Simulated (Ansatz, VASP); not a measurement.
**YSb: VASP beside Ansatz**

Contents of INCAR:

```
ALGO = Normal
EDIFF = 1E-6
ENCUT = 520
GGA = CA
ISIF = 2
ISMEAR = -1
LASPH = True
LCHARG = False
LREAL = False
LWAVE = False
NBANDS = 15
NELM = 100
PREC = Accurate
SIGMA = 0.1
```

File KPOINTS:

```
k-points
0
Gamma
  12 12 12
```

Contents of POSCAR:

```
YSb
1.0
    0.0000000000      3.2167484018      3.2167484018
    3.2167484018      0.0000000000      3.2167484018
    3.2167484018      3.2167484018      0.0000000000
Y Sb
1 1
Direct
    0.0000000000      0.0000000000      0.0000000000
    0.2500000000      0.2500000000      0.2500000000
```

Input for Ansatz:

```yaml
crystal:
  lattice:
    - [0.0, 3.2167484018, 3.2167484018]
    - [3.2167484018, 0.0, 3.2167484018]
    - [3.2167484018, 3.2167484018, 0.0]
  atoms:
    - { symbol: "Y", position: [0.0, 0.0, 0.0] }
    - { symbol: Sb, position: [0.25, 0.25, 0.25] }
kpoints:
  mp_grid: { grid: [12, 12, 12] }
scf:
  occupations: { method: fermi_dirac, width: 0.1 }
hamiltonian:
  xc: lda
  pseudopotentials: { kind: paw }
output:
  forces: true
  stress: true
  eigenvalues: true
  populations: true
  write_density: true
  write_potential: true
  elf: true
  volumetric_format: npy
```

Change from the starting cell: volume scaled by 0.85, PAW files.

Alike in both runs: task single point; functional LDA; k mesh 12 × 12 × 12; occupations fermi-dirac, width 0.1 eV; no spin polarisation.

|  | VASP | Ansatz |
| --- | --- | --- |
| version | VASP 6.6.1 | Ansatz 0.2.0 |
| potentials or method | VASP PAW LDA potentials, release 64 (Y_sv, Sb) | PAW with Ansatz's default frozen-core files, scalar-relativistic |
| plane-wave cutoff (eV) | 520 | 420 |
| valence electrons in the cell | 16 | 26 |

|  | VASP | Ansatz | Ansatz less VASP |
| --- | --- | --- | --- |
| pressure (GPa) | 9.6 | 9.5 | -0.12 |

LDA's correlation is that of Perdew and Zunger in VASP and of Perdew and Wang (1992) in Ansatz. VASP's potentials hold 16 valence electrons a cell and Ansatz's 26, so a difference there can come from the potentials and not from the codes.

Spin-orbit coupling is off throughout.
